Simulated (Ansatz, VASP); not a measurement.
Co: VASP beside Ansatz

```xyz
1
Lattice="0.0000 1.7339 1.7339 1.7339 0.0000 1.7339 1.7339 1.7339 0.0000" Properties=species:S:1:pos:R:3 pbc="T T T"
Co    0.0000    0.0000    0.0000
```

Alike in both runs: functional PBEsol; k mesh 20 × 20 × 20; occupations gaussian, width 0.1 eV; collinear spin.

Ansatz relaxed the structure, and its values are those at the end. VASP's run is a single point on that final structure, the one shown.

|  | VASP | Ansatz |
| --- | --- | --- |
| version | VASP 6.6.1 | Ansatz 0.2.0 |
| potentials or method | VASP PAW PBE potentials, release 64 (Co), cutoff 520 eV | scalar-relativistic, plane waves, PAW |
| valence electrons in the cell | 9 | 17 |

```csv
,VASP,Ansatz,Ansatz less VASP
gap on the k mesh at the Fermi level (eV),none,none,-
pressure (GPa),-0.9,0.0,+0.89
net moment per atom (μB),1.62,1.62,+0.005
size of the moment on the site where the two differ most (μB),1.62,1.68,+0.058
```

VASP's potentials were made for PBE, not for PBEsol. Site moments also hang on the region over which each program counts them. A gap of «none» marks a metal or a gap that the smearing closes. VASP's potentials hold 9 valence electrons a cell and Ansatz's 17, so a difference there can come from the potentials and not from the codes.
